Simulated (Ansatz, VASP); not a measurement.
Two plane-wave programs on TaN

File INCAR:

```
  PREC = Accurate
  ENCUT = 520
  EDIFF = 1E-8
  ISMEAR = -1
  SIGMA = 0.05
  LREAL = False
  LASPH = True
  NELM = 120
  ALGO = Normal
  ISIF = 2
  LWAVE = False
  LCHARG = False
  GGA = CA
  LEFG = True
  NBANDS = 16
  GGA_COMPAT = False
```

Contents of KPOINTS:

```
Automatic mesh
0
Gamma
  13 13 11
```

POSCAR

```
TaN
1.0
    2.9399421781      0.0000000000      0.0000000000
   -1.4699710891      2.5460646119      0.0000000000
    0.0000000000      0.0000000000      2.8901750800
Ta N
1 1
Direct
    0.0000000000      0.0000000000      0.5000000000
    0.6666666667      0.3333333333      0.0000000000
```

Input for Ansatz:

```yaml
crystal:
  lattice:
    - [2.9399421781, 0.0, 0.0]
    - [-1.4699710891, 2.5460646119, 0.0]
    - [0.0, 0.0, 2.89017508]
  atoms:
    - { symbol: Ta, position: [0.0, 0.0, 0.5] }
    - { symbol: "N", position: [0.6666666667, 0.3333333333, 0.0] }
kpoints:
  mp_grid: { grid: [13, 13, 11] }
  band_path:
    path:
      - [0.0, 0.0, 0.0]
      - [0.5, 0.0, 0.0]
      - [0.3333333333, 0.3333333333, 0.0]
      - [0.0, 0.0, 0.0]
      - [0.0, 0.0, 0.5]
      - [0.5, 0.0, 0.5]
      - [0.3333333333, 0.3333333333, 0.5]
      - [0.0, 0.0, 0.5]
      - [0.5, 0.0, 0.5]
    npoints: 5
scf:
  occupations: { method: fermi_dirac, width: 0.05 }
hamiltonian:
  xc: lda
  pseudopotentials: { kind: paw }
output:
  forces: true
  stress: true
  eigenvalues: true
  efg: { contact_densities: true }
```

Alike in both runs: task electric field gradients; functional LDA; k mesh 13 × 13 × 11; occupations fermi-dirac, width 0.05 eV; no spin polarisation.

```csv
,VASP,Ansatz
version,VASP 6.6.1,Ansatz 0.2.0
potentials or method,"VASP PAW LDA potentials, release 64 (Ta_sv_GW, N)","PAW with Ansatz's default frozen-core files, scalar-relativistic"
plane-wave cutoff (eV),520,420
valence electrons in the cell,18,18
```

Ansatz gave:

- pressure (GPa): -12.9
- traceless stress, the component that is largest in VASP (GPa): -1.85
- size of Vzz on the site where it differs most (V/Å²): 52.3

Question: Which values does VASP return?

Answer: Pressure (GPa): -12.1; traceless stress, the component that is largest in VASP (GPa): -1.77; size of Vzz on the site where it differs most (V/Å²): 36.0.

LDA's correlation is that of Perdew and Zunger in VASP and of Perdew and Wang (1992) in Ansatz.

Spin-orbit coupling is off throughout.
